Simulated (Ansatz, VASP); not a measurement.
# One calculation of Gd, two programs

File INCAR:

```
ALGO = Normal ; EDIFF = 1E-6
ENCUT = 520 ; GGA = PE
ISIF = 2 ; ISMEAR = -1
ISPIN = 2 ; LASPH = True
LCHARG = True ; LELF = True
LMAXMIX = 6 ; LORBIT = 11
LREAL = False ; LVHAR = True
LWAVE = False ; MAGMOM = 7 7
NBANDS = 29 ; NELM = 150
PREC = Accurate ; SIGMA = 0.03
```

The input KPOINTS:

```
k-points
0
Gamma
  9 9 5
```

The input POSCAR:

```
Gd
1.0
   -2.0250000000      2.0250000000      2.0250000000
    2.0250000000     -2.0250000000      2.0250000000
    4.0500000000      4.0500000000      0.0000000000
Gd
2
Direct
    0.0000000000      0.0000000000      0.0000000000
    0.5000000000      0.5000000000      0.5000000000
```

Input for Ansatz:

```yaml
crystal:
  lattice:
    - [-2.025, 2.025, 2.025]
    - [2.025, -2.025, 2.025]
    - [4.05, 4.05, 0.0]
  atoms:
    - { symbol: Gd, position: [0.0, 0.0, 0.0], spin: 7.0 }
    - { symbol: Gd, position: [0.5, 0.5, 0.5], spin: 7.0 }
magnetization:
  spin_polarized: true
kpoints:
  mp_grid: { grid: [9, 9, 5] }
scf:
  occupations: { method: fermi_dirac, width: 0.03 }
hamiltonian:
  xc: pbe
  pseudopotentials: { kind: all_electron, lapw: { basis_error: 0.001 } }
output:
  forces: true
  stress: true
  eigenvalues: true
  populations: true
```

Alike in both runs: task single point; functional PBE; k mesh 9 × 9 × 5; occupations fermi-dirac, width 0.03 eV; collinear spin.

|  | VASP | Ansatz |
| --- | --- | --- |
| version | VASP 6.6.1 | Ansatz 0.2.0 |
| potentials or method | VASP PAW PBE potentials, release 64 (Gd), cutoff 520 eV | all-electron LAPW, scalar-relativistic |

Ansatz gave:

* pressure (GPa): -0.1
* traceless stress, the component that is largest in VASP (GPa): -0.08
* net moment per atom (μB): 7.63
* size of the moment on the site where the two differ most (μB): 7.45

Problem. Estimate VASP's values.

Solution. Pressure (GPa): -0.2; traceless stress, the component that is largest in VASP (GPa): -0.08; net moment per atom (μB): 7.63; size of the moment on the site where the two differ most (μB): 7.01.

Site moments also hang on the region over which each program counts them. Ansatz ran all-electron here, and VASP with PAW potentials.

Neither program's run includes spin-orbit coupling.
